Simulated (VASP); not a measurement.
# Ni in VASP: further runs, part 2 of 2

VASP 6.6.1. Earlier steps stand in the parts before.

**4. Single point, r2SCAN, collinear spin, ferromagnetic start**

Contents of POSCAR:

```
Ni
1.0
    2.4480228978      0.0000000000      0.0000000000
   -1.2240114489      2.1200500186      0.0000000000
    0.0000000000      0.0000000000      4.0728075700
Ni
2
Direct
    0.6666666667      0.3333333333      0.7500000000
    0.3333333333      0.6666666667      0.2500000000
```

Contents of INCAR.step1:

```
SYSTEM = Ni
ALGO = Normal
EDIFF = 1E-4
ENCUT = 520
GGA = PE
ISMEAR = 1
ISPIN = 2
LASPH = .TRUE.
LCHARG = .FALSE.
LMAXMIX = 4
LREAL = .FALSE.
LWAVE = .TRUE.
MAGMOM = 1 1
NBANDS = 21
NELM = 150
PREC = Accurate
SIGMA = 0.005
```

Contents of INCAR.step2:

```
SYSTEM = Ni
ALGO = Normal
EDIFF = 1E-6
ENCUT = 520
ISIF = 2
ISMEAR = 1
ISPIN = 2
ISTART = 1
LASPH = .TRUE.
LCHARG = .FALSE.
LMAXMIX = 4
LMIXTAU = .TRUE.
LORBIT = 11
LREAL = .FALSE.
LWAVE = .FALSE.
MAGMOM = 1 1
METAGGA = R2SCAN
NBANDS = 21
NELM = 150
PREC = Accurate
SIGMA = 0.005
```

Contents of KPOINTS:

```
k-points
0
G
  10 10 6
  0 0 0
```

Potentials or basis: VASP PAW PBE potentials, release 64 (Ni).

The run is started by

```sh
$ cat potpaw_PBE.64/Ni/POTCAR > POTCAR
$ cp INCAR.step1 INCAR
$ mpirun -np 1 vasp_std > vasp.out
$ cp INCAR.step2 INCAR
$ mpirun -np 1 vasp_std > vasp.out
```

OUTCAR:

```text
SYSTEM = Ni
   EDIFF = 1E-6
   ENCUT = 520
   ISIF = 2
   ISMEAR = 1
   ISPIN = 2
   ISTART = 1
   LASPH = .TRUE.
   LORBIT = 11
   LREAL = .FALSE.
   METAGGA = R2SCAN
   NELM = 150
   PREC = Accurate

 ion  position               nearest neighbor table
   1  0.667  0.333  0.750-   2 2.48   2 2.48   2 2.48   2 2.48   2 2.48   2 2.48
   2  0.333  0.667  0.250-   1 2.48   1 2.48   1 2.48   1 2.48   1 2.48   1 2.48

  LATTYP: Found a hexagonal cell.
 ALAT       =     2.4480228978
 C/A-ratio  =     1.6637130207

  Lattice vectors:

 A1 = (   2.4480228978,   0.0000000000,   0.0000000000)
 A2 = (  -1.2240114489,   2.1200500186,   0.0000000000)
 A3 = (   0.0000000000,   0.0000000000,   4.0728075700)

Analysis of symmetry for initial positions (statically):
=====================================================================
 Subroutine PRICEL returns:
 Original cell was already a primitive cell.

 Routine SETGRP: Setting up the symmetry group for a
 hexagonal supercell.

 Subroutine GETGRP returns: Found 24 space group operations
 (whereof 12 operations were pure point group operations)
 out of a pool of 24 trial point group operations.

The static configuration has the point symmetry D_3d.
 The point group associated with its full space group is D_6h.

Analysis of symmetry for dynamics (positions and initial velocities):
=====================================================================
 Subroutine PRICEL returns:
 Original cell was already a primitive cell.

 Routine SETGRP: Setting up the symmetry group for a
 hexagonal supercell.

 Subroutine GETGRP returns: Found 24 space group operations
 (whereof 12 operations were pure point group operations)
 out of a pool of 24 trial point group operations.

The dynamic configuration has the point symmetry D_3d.
 The point group associated with its full space group is D_6h.

Analysis of structural, dynamic, and magnetic symmetry:
=====================================================================
 Subroutine PRICEL returns:
 Original cell was already a primitive cell.

 Routine SETGRP: Setting up the symmetry group for a
 hexagonal supercell.

[... 145 lines left out ...]
 Free energy of the ion-electron system (eV)
  ---------------------------------------------------
  ext. energy  EPLUGINS =         0.00000000
  ---------------------------------------------------
  free energy    TOTEN  =       -23.81953531 eV

  energy without entropy =      -23.81954280  energy(sigma->0) =      -23.81953780

 E-fermi :   9.7038     XC(G=0): -14.5759

 val. band max:        9.6991508838   @ k =   0.2000  -0.0000   0.5000
 cond. band min:       9.7104188415   @ k =   0.3000   0.3000   0.0000
 fundamental gap:      0.0112679576
 Fermi energy:         9.7038308165

 spin component 1

 k-point     1 :       0.0000    0.0000    0.0000
  band No.  band energies     occupation
      1       0.1233      1.00000
      2       4.2693      1.00000
      3       6.6403      1.00000
      4       6.8648      1.00000
      5       6.8650      1.00000
      6       7.1258      1.00000
[... 565 lines left out ...]
     20      35.6119      0.00000
     21      39.5469      0.00000

 [... further k-points ...]

 spin component 2

 k-point     1 :       0.0000    0.0000    0.0000
  band No.  band energies     occupation
      1      -0.1286      1.00000
      2       5.0108      1.00000
      3       8.0003      1.00000
      4       8.0005      1.00000
      5       8.1466      1.00000
      6       8.2940      1.00000
[... 565 lines left out ...]
     20      35.8586      0.00000
     21      39.6469      0.00000

 [... further k-points ...]
[... 5 lines left out ...]
  --------------------------------------------------------------------------------------
  -------------------------------------------------------------------------------------
  Total       -0.0988308     -0.0988308      0.1830798     -0.0000000      0.0000000      0.0000000
  in kB       -7.4911310     -7.4911310     13.8770009     -0.0000000      0.0000000      0.0000000
  external PRESSURE =      -0.3684204 kB  Pullay stress =       0.0000000 kB

 VOLUME and BASIS-vectors are now :
 -----------------------------------------------------------------------------
  energy-cutoff  :      520.00
  volume of cell :       21.14
      direct lattice vectors                 reciprocal lattice vectors
     2.448022898  0.000000000  0.000000000     0.408492911  0.235843492  0.000000000
    -1.224011449  2.120050019  0.000000000     0.000000000  0.471686984  0.000000000
     0.000000000  0.000000000  4.072807570     0.000000000  0.000000000  0.245530873

 POSITION                                       TOTAL-FORCE (eV/Angst)
 -----------------------------------------------------------------------------------
      1.22401      0.70668      3.05461        -0.000000     -0.000000      0.000000
     -0.00000      1.41337      1.01820         0.000000      0.000000      0.000000
 -----------------------------------------------------------------------------------
    total drift:                               -0.000000      0.000000     -0.000000

  FREE ENERGIE OF THE ION-ELECTRON SYSTEM (eV)
  ---------------------------------------------------
  free  energy   TOTEN  =       -23.8195353078 eV

  energy  without entropy=      -23.8195427976  energy(sigma->0) =      -23.81953780

 total charge

# of ion       s       p       d       tot
------------------------------------------
    1        0.524   0.540   8.337   9.402
    2        0.524   0.540   8.337   9.402
--------------------------------------------------
tot          1.048   1.080  16.675  18.803

 magnetization (x)

# of ion       s       p       d       tot
------------------------------------------
    1       -0.010  -0.044   0.754   0.700
    2       -0.010  -0.044   0.754   0.700
--------------------------------------------------
tot         -0.020  -0.089   1.508   1.400
```

OSZICAR.step1:

```text
N       E                     dE             d eps       ncg     rms          rms(c)
DAV:   1     0.936537515989E+02    0.93654E+02   -0.92066E+03  5152   0.141E+03
DAV:   2    -0.742812443271E+01   -0.10108E+03   -0.93038E+02  4769   0.233E+02
DAV:   3    -0.128632560452E+02   -0.54351E+01   -0.52240E+01  5328   0.613E+01
DAV:   4    -0.129269209716E+02   -0.63665E-01   -0.63631E-01  5414   0.625E+00
DAV:   5    -0.129286629378E+02   -0.17420E-02   -0.17419E-02  5415   0.103E+00    0.145E+01
DAV:   6    -0.114868803656E+02    0.14418E+01   -0.68596E+00  5627   0.568E+01    0.820E+00
DAV:   7    -0.109141605449E+02    0.57272E+00   -0.13891E+00  5503   0.226E+01    0.286E+00
DAV:   8    -0.108848266001E+02    0.29334E-01   -0.11998E-02  6422   0.132E+00    0.147E+00
DAV:   9    -0.108796866217E+02    0.51400E-02   -0.69529E-04  6747   0.386E-01    0.413E-01
DAV:  10    -0.108785027213E+02    0.11839E-02   -0.15631E-04  4173   0.293E-01    0.591E-02
DAV:  11    -0.108784803157E+02    0.22406E-04   -0.10146E-04  3312   0.112E-01
   1 F= -.10878480E+02 E0= -.10878478E+02  d E =-.553065E-05  mag=     1.3598
```

Run time: 3.7 min. Hardware: 1 thread of Intel Xeon Platinum 8259CL at 2.50GHz (Skylake/Cascade Lake), shared host; peak memory 0.16 GiB.

What came out:

```
Free energy                                           : -23.8195 eV
Pressure                                              : 0.0 GPa
Net moment                                            : 1.36 μB per cell
Site moments                                          : Ni +0.70 μB
Valence electrons inside the program's atomic spheres : Ni 9.40
```

Caveat: the PAW data sets were made with another functional, which shifts forces and pressure a little.

**5. Single point, PBEsol, collinear spin, ferromagnetic start**

Contents of INCAR:

```
SYSTEM = Ni
PREC = Accurate
ENCUT = 520
EDIFF = 1E-6
ISMEAR = -1
SIGMA = 0.05
LREAL = .False.
LASPH = .True.
NELM = 150
ALGO = Normal
ISIF = 2
LWAVE = .False.
LCHARG = .False.
ISPIN = 2
MAGMOM = 1 1
LORBIT = 11
LMAXMIX = 4
GGA = PS
NBANDS = 21
```

Contents of KPOINTS:

```
regular mesh
0
Gamma
  10 10 6
  0 0 0
```

Contents of POSCAR:

```
Ni
1.0
    2.4480228978      0.0489604580      0.0000000000
   -1.1816104485      2.0955697896      0.0000000000
    0.0000000000      0.0000000000      4.0728075700
Ni
2
Direct
    0.6666666667      0.3333333333      0.7500000000
    0.3333333333      0.6666666667      0.2500000000
```

Potentials or basis: VASP PAW PBE potentials, release 64 (Ni).

The run is started by

```sh
$ cat potpaw_PBE.64/Ni/POTCAR > POTCAR
$ mpirun -np 1 vasp_std > vasp.out
```

OUTCAR:

```text
SYSTEM = Ni
   PREC = Accurate
   ENCUT = 520
   EDIFF = 1E-6
   ISMEAR = -1
   LREAL = .False.
   LASPH = .True.
   NELM = 150
   ISIF = 2
   ISPIN = 2
   LORBIT = 11
   GGA = PS

 ion  position               nearest neighbor table
   1  0.667  0.333  0.750-   2 2.46   2 2.46   2 2.48   2 2.48   2 2.49   2 2.49
   2  0.333  0.667  0.250-   1 2.46   1 2.46   1 2.48   1 2.48   1 2.49   1 2.49

  Warning from LATTYP: Monoclinic adjustment (A1->A3, A2->A1, A3->A2)!
  LATTYP: Found a simple monoclinic cell.
 ALAT       =     2.4057464528
 B/A-ratio  =     1.6929496312
 C/A-ratio  =     1.0177766034
 COS(beta)  =    -0.4736455830

  Lattice vectors:

 A1 = (  -1.1816104485,   2.0955697896,   0.0000000000)
 A2 = (   0.0000000000,   0.0000000000,   4.0728075700)
 A3 = (   2.4480228978,   0.0489604580,   0.0000000000)

Analysis of symmetry for initial positions (statically):
=====================================================================
 Subroutine PRICEL returns:
 Original cell was already a primitive cell.

 Routine SETGRP: Setting up the symmetry group for a
 simple monoclinic supercell.

 Subroutine GETGRP returns: Found  4 space group operations
 (whereof  2 operations were pure point group operations)
 out of a pool of  4 trial point group operations.

The static configuration has the point symmetry S_2 .
 The point group associated with its full space group is C_2h.

Analysis of symmetry for dynamics (positions and initial velocities):
=====================================================================
 Subroutine PRICEL returns:
 Original cell was already a primitive cell.

 Routine SETGRP: Setting up the symmetry group for a
 simple monoclinic supercell.

 Subroutine GETGRP returns: Found  4 space group operations
 (whereof  2 operations were pure point group operations)
 out of a pool of  4 trial point group operations.

The dynamic configuration has the point symmetry S_2 .
 The point group associated with its full space group is C_2h.

Analysis of structural, dynamic, and magnetic symmetry:
=====================================================================
 Subroutine PRICEL returns:
 Original cell was already a primitive cell.

 Routine SETGRP: Setting up the symmetry group for a
 simple monoclinic supercell.

 Subroutine GETGRP returns: Found  4 space group operations
 (whereof  2 operations were pure point group operations)
 out of a pool of  4 trial point group operations.

The overall configuration has the point symmetry S_2 .
 The point group associated with its full space group is C_2h.

 Subroutine INISYM returns: Found  4 space group operations
 (whereof  2 operations are pure point group operations),
 and found     1 'primitive' translations

----------------------------------------------------------------------------------------

                                     Primitive cell

  volume of cell :      21.1291

  direct lattice vectors                    reciprocal lattice vectors
     2.448022898  0.048960458  0.000000000     0.403937616  0.227764740  0.000000000
    -1.181610449  2.095569790  0.000000000    -0.009437515  0.471875735  0.000000000
     0.000000000  0.000000000  4.072807570     0.000000000  0.000000000  0.245530873

  length of vectors
     2.448512453  2.405746453  4.072807570     0.463726616  0.471970100  0.245530873

  position of ions in fractional coordinates (direct lattice)
     0.666666667  0.333333333  0.750000000
     0.333333333  0.666666667  0.250000000

[... 65 lines left out ...]
   NGXF,Y,Z  is equivalent  to a cutoff of  24.44, 24.88, 24.49 a.u.
 SYSTEM =  Ni
   PREC   = accura    normal or accurate (medium, high low for compatibility)
   ISTART =      0    job   : 0-new  1-cont  2-samecut
   ICHARG =      2    charge: 1-file 2-atom 10-const
   ISPIN  =      2    spin polarized calculation?
   LNONCOLLINEAR =      F non collinear calculations
   LSORBIT =      F    spin-orbit coupling
   LASPH  =      T    aspherical Exc in radial PAW
   ENCUT  =  520.0 eV  38.22 Ry    6.18 a.u.   4.55  4.47  7.57*2*pi/ulx,y,z
   NELM   =    150;   NELMIN=  2; NELMDL= -5     # of ELM steps
   EDIFF  = 0.1E-05   stopping-criterion for ELM
   LREAL  =      F    real-space projection
   EDIFFG = 0.1E-04   stopping-criterion for IOM
   NSW    =      0    number of steps for IOM
   IBRION =     -1    ionic relax: 0-MD 1-quasi-New 2-CG
   NFREE  =      0    steps in history (QN), initial steepest desc. (CG)
   ISIF   =      2    stress and relaxation
   ISYM   =      2    0-nonsym 1-usesym 2-fastsym
   POTIM  = 0.5000    time-step for ionic-motion
   TEBEG  =    0.0;   TEEND  =   0.0 temperature during run
   PSTRESS=    0.0 pullay stress
   NELECT =      20.0000    total number of electrons
   NUPDOWN=      -1.0000    fix difference up-down
   EMIN   =  10.00;   EMAX   =-10.00  energy-range for DOS
   EFERMI =   0.00;   METHOD = LEGACY
   ISMEAR =    -1;   SIGMA  =   0.05  broadening in eV -4-tet -1-fermi 0-gaus
   EFERMI_NEDOS =   21; number of points for ismear=-14 and -15
   IALGO  =     38    algorithm
   IMIX   =      4    mixing-type and parameters
     AMIX     =   0.40;   BMIX     =  1.00
     AMIX_MAG =   1.60;   BMIX_MAG =  1.00
  volume/ion in A,a.u.               =      10.56        71.29
  Fermi-wavevector in a.u.,A,eV,Ry     =   1.607401  3.037548 35.153893  2.583738
  Thomas-Fermi vector in A             =   2.703436
   LORBIT       =     11    0 simple, 1 ext, 2 COOP (PROOUT), +10 PAW based schemes
   GGA     = PS    functional components
   LHFCALC =     F    Hartree Fock is set to
   AEXX    =    0.0000 exact exchange contribution
   IVDW    =     0    specifies the selected vdW correction
   LEPSILON=     F    determine dielectric tensor
   LRPA    =     F    only Hartree local field effects (RPA)
 spin polarized calculation
  energy-cutoff  :      520.00
  volume of cell :       21.13
 maximum number of plane-waves:       588
   NGX =  9   NGY =  9   NGZ = 15

 number of electron      20.0000006 magnetization       1.3364648

 Free energy of the ion-electron system (eV)
  ---------------------------------------------------
  ext. energy  EPLUGINS =         0.00000000
  ---------------------------------------------------
  free energy    TOTEN  =       -12.22299923 eV

  energy without entropy =      -12.19007052  energy(sigma->0) =      -12.20653487

 E-fermi :   9.6361     XC(G=0): -13.6094

 val. band max:        9.6320379903   @ k =   0.3000   0.5000   0.0000
 cond. band min:       9.6363533545   @ k =   0.3000   0.2000   0.0000
 fundamental gap:      0.0043153643
 Fermi energy:         9.6361204722

 spin component 1

 k-point     1 :       0.0000    0.0000    0.0000
  band No.  band energies     occupation
      1       0.3387      1.00000
      2       4.5570      1.00000
      3       6.9814      1.00000
      4       7.0093      1.00000
      5       7.2729      1.00000
      6       7.3855      1.00000
[... 565 lines left out ...]
     20      35.6728      0.00000
     21      38.3847      0.00000

 [... further k-points ...]

 spin component 2

 k-point     1 :       0.0000    0.0000    0.0000
  band No.  band energies     occupation
      1       0.3393      1.00000
      2       4.9840      1.00000
      3       7.6972      1.00000
      4       7.7440      1.00000
      5       8.0088      1.00000
      6       8.0986      1.00000
[... 565 lines left out ...]
     20      35.8249      0.00000
     21      38.3820      0.00000

 [... further k-points ...]
[... 5 lines left out ...]
  --------------------------------------------------------------------------------------
  -------------------------------------------------------------------------------------
  Total       -0.2077919     -0.1278516     -0.7362560     -0.6382312      0.0000000      0.0000000
  in kB      -15.7564151     -9.6947167    -55.8287239    -48.3957157      0.0000000      0.0000000
  external PRESSURE =     -27.0932853 kB  Pullay stress =       0.0000000 kB

 VOLUME and BASIS-vectors are now :
 -----------------------------------------------------------------------------
  energy-cutoff  :      520.00
  volume of cell :       21.13
      direct lattice vectors                 reciprocal lattice vectors
     2.448022898  0.048960458  0.000000000     0.403937616  0.227764740  0.000000000
    -1.181610449  2.095569790  0.000000000    -0.009437515  0.471875735  0.000000000
     0.000000000  0.000000000  4.072807570     0.000000000  0.000000000  0.245530873

 POSITION                                       TOTAL-FORCE (eV/Angst)
 -----------------------------------------------------------------------------------
      1.23815      0.73116      3.05461         0.075355     -0.001931     -0.000000
      0.02827      1.41337      1.01820        -0.075355      0.001931      0.000000
 -----------------------------------------------------------------------------------
    total drift:                                0.000000     -0.000000      0.000000

  FREE ENERGIE OF THE ION-ELECTRON SYSTEM (eV)
  ---------------------------------------------------
  free  energy   TOTEN  =       -12.2229992253 eV

  energy  without entropy=      -12.1900705234  energy(sigma->0) =      -12.20653487

 total charge

# of ion       s       p       d       tot
------------------------------------------
    1        0.514   0.531   8.325   9.369
    2        0.514   0.531   8.325   9.369
--------------------------------------------------
tot          1.028   1.061  16.650  18.738

 magnetization (x)

# of ion       s       p       d       tot
------------------------------------------
    1       -0.004  -0.023   0.701   0.674
    2       -0.004  -0.023   0.701   0.674
--------------------------------------------------
tot         -0.008  -0.046   1.403   1.349
```

stdout:

```text
POSCAR found type information on POSCAR Ni
 POSCAR found :  1 types and       2 ions
 scaLAPACK will be used
 -----------------------------------------------------------------------------
|                                                                             |
|                                                                             |
|     You enforced a specific xc type in the INCAR file but a different       |
|     I HOPE YOU KNOW WHAT YOU ARE DOING!                                     |
|                                                                             |
 -----------------------------------------------------------------------------

 LDA part: xc-table for (Slater+PW92), standard interpolation
 POSCAR, INCAR and KPOINTS ok, starting setup
 FFT: planning ... GRIDC
 FFT: planning ... GRID_SOFT
 FFT: planning ... GRID
 WAVECAR not read
 entering main loop
```

Run time: 1.7 min. Hardware: 1 thread of Intel Xeon 6975P-C, shared host; peak memory 0.23 GiB.

What came out:

```
Free energy                                           : -12.2230 eV
Pressure                                              : -2.7 GPa
Largest force                                         : 0.075 eV/Å
Net moment                                            : 1.34 μB per cell
Site moments                                          : Ni +0.67 μB
Valence electrons inside the program's atomic spheres : Ni 9.37
```

Forces in eV/Å, atoms in the order of the input:
```
Ni   0.075 -0.002  0.000
Ni  -0.075  0.002  0.000
```

Stress tensor (GPa, compression positive):
```
-1.58 -4.84  0.00
-4.84 -0.97  0.00
 0.00  0.00 -5.58
```

Caveat: the PAW data sets were made with another functional, which shifts forces and pressure a little.

**6. The runs side by side**

```csv
level,cell,smearing,gap on the mesh (eV),pressure (GPa),moment (μB)
r2SCAN,"a = 2.448, b = 2.448, c = 4.073 Å, angles 90.0, 90.0, 120.0°, 2 atoms",methfessel-paxton 0.05 eV,none,-0.1,1.37
r2SCAN,"a = 2.448, b = 2.448, c = 4.073 Å, angles 90.0, 90.0, 120.0°, 2 atoms",methfessel-paxton 0.025 eV,none,-0.1,1.36
r2SCAN,"a = 2.448, b = 2.448, c = 4.073 Å, angles 90.0, 90.0, 120.0°, 2 atoms",methfessel-paxton 0.005 eV,none,0.0,1.36
PBEsol,"a = 2.449, b = 2.406, c = 4.073 Å, angles 90.0, 90.0, 118.3°, 2 atoms",fermi-dirac 0.05 eV,none,-2.7,1.34
```

Alike in all rows: task single point; potentials or basis VASP PAW PBE potentials, release 64 (Ni); spin collinear, ferromagnetic start; k mesh 10 × 10 × 6; cutoff (eV) 520.

Every run on the cell as given and a fine mesh finds a metal.

Caveats: the PAW data sets were made with another functional, which shifts forces and pressure a little.

Total energies depend on the potentials used, so only differences within one code and one set of settings carry meaning.
